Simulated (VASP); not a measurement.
Crystal: ZrH.

```
Zr H
1.0
     3.24279    0.00000    0.00000
     0.00000    3.24279    0.00000
     0.00000    0.00000    4.94800
Zr H
2 2
Direct
  0.00000 0.50000 0.00000
  0.50000 0.00000 0.50000
  0.00000 0.00000 0.75000
  0.00000 0.00000 0.25000
```

- Program: VASP 6.6.1
- Task: relaxation of cell and atoms
- Functional: PBEsol
- Potentials or basis: VASP PAW PBE potentials, release 64 (Zr_sv, H)
- Cutoff: 600 eV
- k mesh: 13 × 13 × 8
- Occupations: gaussian, width 0.02 eV
- Spin: no spin polarisation

At the start: pressure -2.6 GPa; volume 13.01 Å³/atom.

Problem. Where does the relaxation end?

Solution. Over 6 steps the energy falls by 4.0 meV/atom and the volume is 12.69 Å³/atom (-2.4 %); space group P4_2/mmc (No. 131, to 0.1 Å) before and after.

The path:
```tsv
step	energy change (eV)	largest force (eV/Å)	pressure (GPa)	volume (Å³)
1	0.0000	0.0000	-2.57	52.03
2	-0.0109	0.0000	1.03	50.47
3	-0.0116	0.0000	0.32	50.77
4	-0.0142	0.0000	0.26	50.77
5	-0.0158	0.0000	0.16	50.77
6	-0.0158	0.0000	0.15	50.77
```

Final structure:
```
Zr H
1.0
     3.18836    0.00000    0.00000
     0.00000    3.18836    0.00000
     0.00000    0.00000    4.99475
Zr H
2 2
Direct
  0.00000 0.50000 0.00000
  0.50000 0.00000 0.50000
  0.00000 0.00000 0.75000
  0.00000 0.00000 0.25000
```

Caveat: the PAW data sets were made with another functional, which shifts forces and pressure a little.
